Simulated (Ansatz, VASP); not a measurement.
BiPt: VASP beside Ansatz

Contents of INCAR:

```
PREC = Accurate ; ENCUT = 520
EDIFF = 1E-8 ; ISMEAR = -1
SIGMA = 0.05 ; LREAL = False
LASPH = True ; NELM = 100
ALGO = Normal ; ISIF = 2
LWAVE = False ; LCHARG = False
LEFG = True ; NBANDS = 33
```

Contents of KPOINTS:

```
Automatic mesh
0
Gamma
  9 9 6
```

POSCAR

```
BiPt
1.0
    4.3005686192      0.0000000000      0.0000000000
   -2.1502843097      3.7244016749      0.0000000000
    0.0000000000      0.0000000000      5.4716386588
Bi Pt
2 2
Direct
    0.3333333333      0.6666666667      0.2500000000
    0.6666666667      0.3333333333      0.7500000000
    0.0000000000      0.0000000000      0.0000000000
    0.0000000000      0.0000000000      0.5000000000
```

Input for Ansatz:

```yaml
crystal:
  lattice:
    - [4.3005686192, 0.0, 0.0]
    - [-2.1502843097, 3.7244016749, 0.0]
    - [0.0, 0.0, 5.4716386588]
  atoms:
    - { symbol: Bi, position: [0.3333333333, 0.6666666667, 0.25] }
    - { symbol: Bi, position: [0.6666666667, 0.3333333333, 0.75] }
    - { symbol: Pt, position: [0.0, 0.0, 0.0] }
    - { symbol: Pt, position: [0.0, 0.0, 0.5] }
kpoints:
  mp_grid: { grid: [9, 9, 6] }
scf:
  occupations: { method: fermi_dirac, width: 0.05 }
hamiltonian:
  xc: lda
  pseudopotentials: { kind: all_electron, datasets: crystal }
output:
  forces: true
  stress: true
  eigenvalues: true
  efg: { contact_densities: true }
```

Change from the starting cell: volume scaled by 0.99, crystal datasets.

Alike in both runs: task electric field gradients; functional LDA; k mesh 9 × 9 × 6; occupations fermi-dirac, width 0.05 eV; no spin polarisation.

```csv
,VASP,Ansatz
version,VASP 6.6.1,Ansatz 0.2.0
potentials or method,"VASP PAW LDA potentials, release 64 (Bi_d, Pt), cutoff 520 eV","all-electron PAW with datasets made for the crystal, scalar-relativistic"
```

Ansatz gave:

- pressure (GPa): 1.2
- traceless stress, the component that is largest in VASP (GPa): -0.75
- size of Vzz on the site where it differs most (V/Å²): 114.8

Question: Which values does VASP return?

Answer: Pressure (GPa): 1.5; traceless stress, the component that is largest in VASP (GPa): -0.63; size of Vzz on the site where it differs most (V/Å²): 171.2.

LDA's correlation is that of Perdew and Zunger in VASP and of Perdew and Wang (1992) in Ansatz. Ansatz ran all-electron here, and VASP with PAW potentials.

Neither program's run includes spin-orbit coupling.
